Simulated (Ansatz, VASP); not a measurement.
One calculation of Al2Ru, two programs

```xyz
3
Lattice="-1.5604 1.5604 4.2218 1.5604 -1.5604 4.2218 1.5604 1.5604 -4.2218" Properties=species:S:1:pos:R:3 pbc="T T T"
Al    0.0000    0.0000    5.5660
Al    0.0000    0.0000    2.8776
Ru    0.0000    0.0000    0.0000
```

Alike in both runs: task relaxation of cell and atoms; functional PBEsol; k mesh 18 × 18 × 18; occupations gaussian, width 0.1 eV; no spin polarisation.

|  | VASP | Ansatz |
| --- | --- | --- |
| version | VASP 6.6.1 | Ansatz 0.2.0 |
| potentials or method | VASP PAW PBE potentials, release 64 (Al, Ru_pv), cutoff 600 eV | scalar-relativistic, plane waves, PAW |
| valence electrons in the cell | 20 | 22 |

|  | VASP | Ansatz | Ansatz less VASP |
| --- | --- | --- | --- |
| gap on the k mesh at the Fermi level, each at its own relaxed structure (eV) | none | none | - |
| relaxed volume (Å³/atom) | 13.68 | 13.68 | -0.005 |
| relaxed cell length with the largest relative difference (Å) | 4.756 | 4.755 | -0.0011 |

VASP's potentials were made for PBE, not for PBEsol. A gap of «none» marks a metal or a gap that the smearing closes. VASP's potentials hold 20 valence electrons a cell and Ansatz's 22, so a difference there can come from the potentials and not from the codes.
